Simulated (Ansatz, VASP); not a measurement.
# One calculation of InSb, two programs

```xyz
2
Lattice="0.0000 3.2391 3.2391 3.4011 0.0000 3.2391 3.4011 3.2391 0.0000" Properties=species:S:1:pos:R:3 pbc="T T T"
In    0.0000    0.0000    0.0000
Sb    5.1016    4.8586    4.8586
```

Change from the starting cell: strain +0.0500 x Voigt [1, 0, 0, 0, 0, 0], atoms carried along.

Alike in both runs: task single point; functional PBEsol; k mesh 12 × 12 × 12; occupations gaussian, width 0.15 eV; no spin polarisation.

|  | VASP | Ansatz |
| --- | --- | --- |
| version | VASP 6.6.1 | Ansatz 0.2.0 |
| potentials or method | VASP PAW PBE potentials, release 64 (In_d, Sb), cutoff 520 eV | scalar-relativistic, plane waves, PAW |
| valence electrons in the cell | 18 | 28 |

|  | VASP | Ansatz | Ansatz less VASP |
| --- | --- | --- | --- |
| gap on the k mesh at the Fermi level (eV) | none | none | - |
| pressure (GPa) | -1.2 | -1.2 | -0.01 |
| traceless stress, the component that is largest in VASP (GPa) | -0.99 | -0.99 | +0.001 |

VASP's potentials were made for PBE, not for PBEsol. A gap of «none» marks a metal or a gap that the smearing closes. VASP's potentials hold 18 valence electrons a cell and Ansatz's 28, so a difference there can come from the potentials and not from the codes.

Neither program's run includes spin-orbit coupling.
